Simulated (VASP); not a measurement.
# NaI (Fm-3m) in VASP: notebook

NaI is run at these levels: PBE; tasks: density of states, elastic constants.

All numbers are computed with VASP 6.6.1; they aren't measurements. Logs are shortened: lines on timing, memory, paths and dates and some standing lists are left out, and cuts for length are marked.

## 1. The cell of the first run

It takes space group Fm-3m (No. 225, cubic). Conventional cell: a = 6.529 Å, b = 6.529 Å, c = 6.529 Å, α = 90.00°, β = 90.00°, γ = 90.00°. Na (site symmetry m-3m) has 6 I at 3.26 Å within 4.3 Å. I (site symmetry m-3m) has 6 Na at 3.26 Å within 4.3 Å.

## 2. Density of states, PBE, non-collinear spin, zero start, spin-orbit coupling

The input, POSCAR:

```
NaI
1.0
    0.0000000000      3.2646422433      3.2646422433
    3.2646422433      0.0000000000      3.2646422433
    3.2646422433      3.2646422433      0.0000000000
Na I
1 1
Direct
    0.5000000000      0.5000000000      0.5000000000
    0.0000000000      0.0000000000      0.0000000000
```

The input, INCAR.step1:

```
  PREC = Accurate
  ENCUT = 520
  EDIFF = 1E-6
  ISMEAR = 0
  SIGMA = 0.02
  LREAL = F
  LASPH = T
  NELM = 150
  ALGO = Normal
  ISIF = 2
  LWAVE = F
  LCHARG = T
  MAGMOM = 0 0 0 0 0 0
  LSORBIT = T
  GGA_COMPAT = F
  LORBMOM = T
  GGA = PE
  NBANDS = 26
```

The input, KPOINTS.step1:

```
regular mesh
0
Gamma
  6 6 6
```

The input, INCAR.step2:

```
  PREC = Accurate
  ENCUT = 520
  EDIFF = 1E-6
  ISMEAR = -5
  SIGMA = 0.02
  LREAL = F
  LASPH = T
  NELM = 150
  ALGO = Normal
  ISIF = 2
  LWAVE = F
  LCHARG = F
  MAGMOM = 0 0 0 0 0 0
  LORBIT = 11
  LSORBIT = T
  GGA_COMPAT = F
  LORBMOM = T
  GGA = PE
  NEDOS = 2001
  ICHARG = 11
```

The input, KPOINTS.step2:

```
regular mesh
0
Gamma
  9 9 9
```

Potentials or basis: VASP PAW PBE potentials, release 64 (Na_pv, I).

Command:

```sh
$ cat potpaw_PBE.64/Na_pv/POTCAR potpaw_PBE.64/I/POTCAR > POTCAR
$ cp INCAR.step1 INCAR
$ cp KPOINTS.step1 KPOINTS
$ mpirun -np 1 vasp_ncl > vasp.out
$ cp INCAR.step2 INCAR
$ cp KPOINTS.step2 KPOINTS
$ mpirun -np 1 vasp_ncl > vasp.out
```

OUTCAR:

```text
PREC = Accurate
   ENCUT = 520
   EDIFF = 1E-6
   ISMEAR = -5
   LREAL = F
   LASPH = T
   NELM = 150
   ISIF = 2
   LORBIT = 11
   LSORBIT = T
   GGA = PE
   ICHARG = 11

 ion  position               nearest neighbor table
   1  0.500  0.500  0.500-
   2  0.000  0.000  0.000-

  LATTYP: Found a face centered cubic cell.
 ALAT       =     6.5292844866

  Lattice vectors:

 A1 = (   0.0000000000,   3.2646422433,   3.2646422433)
 A2 = (   3.2646422433,   0.0000000000,   3.2646422433)
 A3 = (   3.2646422433,   3.2646422433,   0.0000000000)

Analysis of symmetry for initial positions (statically):
=====================================================================
 Subroutine PRICEL returns:
 Original cell was already a primitive cell.

 Routine SETGRP: Setting up the symmetry group for a
 face centered cubic supercell.

 Subroutine GETGRP returns: Found 48 space group operations
[... 9 lines left out ...]

 Routine SETGRP: Setting up the symmetry group for a
 face centered cubic supercell.

 Subroutine GETGRP returns: Found 48 space group operations
 (whereof 48 operations were pure point group operations)
 out of a pool of 48 trial point group operations.

The dynamic configuration has the point symmetry O_h .

Analysis of structural, dynamic, and magnetic symmetry:
=====================================================================
 Subroutine PRICEL returns:
 Original cell was already a primitive cell.

 Routine SETGRP: Setting up the symmetry group for a
 face centered cubic supercell.

 Subroutine GETGRP returns: Found 48 space group operations
 (whereof 48 operations were pure point group operations)
 out of a pool of 48 trial point group operations.

The overall configuration has the point symmetry O_h .

 Subroutine INISYM returns: Found 48 space group operations
[... 5 lines left out ...]
                                     Primitive cell

  volume of cell :      69.5884

  direct lattice vectors                    reciprocal lattice vectors
     0.000000000  3.264642243  3.264642243    -0.153156139  0.153156139  0.153156139
     3.264642243  0.000000000  3.264642243     0.153156139 -0.153156139  0.153156139
     3.264642243  3.264642243  0.000000000     0.153156139  0.153156139 -0.153156139
[... 759 lines left out ...]

 POSITION                                       TOTAL-FORCE (eV/Angst)
 -----------------------------------------------------------------------------------
      3.26464      3.26464      3.26464        -0.000000      0.000000     -0.000000
      0.00000      0.00000      0.00000         0.000000     -0.000000      0.000000
 -----------------------------------------------------------------------------------
    total drift:                                0.000000      0.000000      0.000000

  FREE ENERGIE OF THE ION-ELECTRON SYSTEM (eV)
  ---------------------------------------------------
  free  energy   TOTEN  =        -5.5109700482 eV

  energy  without entropy=       -5.5109700482  energy(sigma->0) =       -5.51097005

 orbital moment (x)

 # of ion     p       d       tot
 ----------------------------------------
  1        -0.000   0.000  -0.000
  2        -0.000   0.000  -0.000
 ----------------------------------------
           -0.000   0.000  -0.000

 orbital moment (y)

 # of ion     p       d       tot
 ----------------------------------------
  1        -0.000   0.000  -0.000
  2         0.000   0.000   0.000
 ----------------------------------------
            0.000   0.000   0.000

 orbital moment (z)

 # of ion     p       d       tot
 ----------------------------------------
  1         0.000   0.000   0.000
  2        -0.000   0.000  -0.000
 ----------------------------------------
           -0.000   0.000  -0.000

 Spin-Orbit-Coupling matrix elements

 Ion:    1  E_soc:     -0.0007823
 l=   1
     0.0000000    -0.0001304    -0.0001304
    -0.0001304     0.0000000    -0.0001304
    -0.0001304    -0.0001304     0.0000000
 l=   2
     0.0000000     0.0000000     0.0000000     0.0000000     0.0000000
     0.0000000     0.0000000     0.0000000     0.0000000     0.0000000
     0.0000000     0.0000000     0.0000000     0.0000000     0.0000000
     0.0000000     0.0000000     0.0000000     0.0000000     0.0000000
     0.0000000     0.0000000     0.0000000     0.0000000     0.0000000
 l=   3
     0.0000000     0.0000000     0.0000000     0.0000000     0.0000000     0.0000000     0.0000000
     0.0000000     0.0000000     0.0000000     0.0000000     0.0000000     0.0000000     0.0000000
     0.0000000     0.0000000     0.0000000     0.0000000     0.0000000     0.0000000     0.0000000
     0.0000000     0.0000000     0.0000000     0.0000000     0.0000000     0.0000000     0.0000000
     0.0000000     0.0000000     0.0000000     0.0000000     0.0000000     0.0000000     0.0000000
     0.0000000     0.0000000     0.0000000     0.0000000     0.0000000     0.0000000     0.0000000
     0.0000000     0.0000000     0.0000000     0.0000000     0.0000000     0.0000000     0.0000000

 Ion:    2  E_soc:     -0.2484554
 l=   1
     0.0000000    -0.0413991    -0.0413991
    -0.0413991     0.0000000    -0.0413991
    -0.0413991    -0.0413991     0.0000000
 l=   2
     0.0000000    -0.0000021     0.0000000    -0.0000021    -0.0000080
    -0.0000021     0.0000000    -0.0000060    -0.0000021    -0.0000020
     0.0000000    -0.0000060     0.0000000    -0.0000060     0.0000000
    -0.0000021    -0.0000021    -0.0000060     0.0000000    -0.0000020
    -0.0000080    -0.0000020     0.0000000    -0.0000020     0.0000000
 l=   3
     0.0000000     0.0000000     0.0000000     0.0000000     0.0000000     0.0000000     0.0000000
     0.0000000     0.0000000     0.0000000     0.0000000     0.0000000     0.0000000     0.0000000
     0.0000000     0.0000000     0.0000000     0.0000000     0.0000000     0.0000000     0.0000000
     0.0000000     0.0000000     0.0000000     0.0000000     0.0000000     0.0000000     0.0000000
     0.0000000     0.0000000     0.0000000     0.0000000     0.0000000     0.0000000     0.0000000
     0.0000000     0.0000000     0.0000000     0.0000000     0.0000000     0.0000000     0.0000000
     0.0000000     0.0000000     0.0000000     0.0000000     0.0000000     0.0000000     0.0000000

 total charge

# of ion       s       p       d       tot
------------------------------------------
    1        0.041   5.970   0.000   6.011
    2        1.494   2.848   0.002   4.345
--------------------------------------------------
tot          1.535   8.818   0.002  10.356

 magnetization (x)

# of ion       s       p       d       tot
------------------------------------------
    1        0.000  -0.000   0.000  -0.000
    2       -0.000   0.000  -0.000  -0.000
--------------------------------------------------
tot         -0.000  -0.000  -0.000  -0.000

 magnetization (y)

# of ion       s       p       d       tot
------------------------------------------
    1        0.000   0.000   0.000   0.000
    2        0.000   0.000   0.000   0.000
--------------------------------------------------
tot          0.000   0.000   0.000   0.000

 magnetization (z)

# of ion       s       p       d       tot
------------------------------------------
    1        0.000  -0.000   0.000   0.000
    2        0.000   0.000   0.000   0.000
--------------------------------------------------
tot          0.000  -0.000   0.000   0.000
```

It took 2.8 min on 1 thread of Intel Xeon 6975P-C, shared host; peak memory 0.41 GiB.

What came out:

| Property | Result |
| --- | --- |
| Net moment | 0.00 μB per cell |
| Valence electrons inside the program's atomic spheres | Na 6.01; I 4.34 |

Moments on the atoms (μB; x, y, z):
```
Na  0.00 0.00 0.00
I   0.00 0.00 0.00
```

## 3. Elastic constants, PBE

The input, INCAR:

```
PREC     = Accurate       # precision mode
ENCUT    = 600            # plane-wave cutoff, eV
EDIFF    = 1E-8           # SCF threshold, eV
ISMEAR   = 0              # smearing method
SIGMA    = 0.01           # smearing width, eV
LREAL    = False          # projectors in reciprocal space
LASPH    = True           # aspherical terms in the spheres
NELM     = 60             # most SCF steps
ALGO     = Normal         # electronic algorithm
ISIF     = 3              # what is computed and relaxed
LWAVE    = False          # write WAVECAR
LCHARG   = True           # write CHGCAR
GGA      = PE             # functional
NBANDS   = 14             # bands
IBRION   = 6              # ionic algorithm
NFREE    = 2            
POTIM    = 0.015          # step
NSW      = 1              # ionic steps
```

The input, KPOINTS:

```
Automatic mesh
0
Gamma
  8 8 8
```

POSCAR is that of step 2.

Potentials or basis: VASP PAW PBE potentials, release 64 (Na_pv, I).

Command:

```sh
$ cat potpaw_PBE.64/Na_pv/POTCAR potpaw_PBE.64/I/POTCAR > POTCAR
$ mpirun -np 1 vasp_std > vasp.out
```

Wall time 29 min (1 thread of Intel Xeon 6975P-C, shared host); peak memory 0.45 GiB.

Results (log left out):

| Item | Value |
| --- | --- |
| Elastic constants C11, C12, C44 | 30, 8, 7 GPa |
| Voigt bulk modulus | 15 GPa |
| Highest phonon frequency at Γ, LO-TO splitting left out | 103 cm⁻¹ |

Phonon frequencies in cm⁻¹ (negative: imaginary):
| q point | frequencies |
| --- | --- |
| (0.000, 0.000, 0.000) | 0 0 0 103 103 103 |

Elastic tensor in Voigt notation (GPa, in the Cartesian axes of the cell as first typed):
```
30  8  8  0  0  0
 8 30  8  0  0  0
 8  8 30  0  0  0
 0  0  0  7  0  0
 0  0  0  0  7  0
 0  0  0  0  0  7
```

Clamped-ion elastic tensor (GPa):
```
30  8  8  0  0  0
 8 30  8  0  0  0
 8  8 30  0  0  0
 0  0  0  7  0  0
 0  0  0  0  7  0
 0  0  0  0  0  7
```

Caveat: spin-orbit coupling is left out, which moves the levels of the heavy elements.
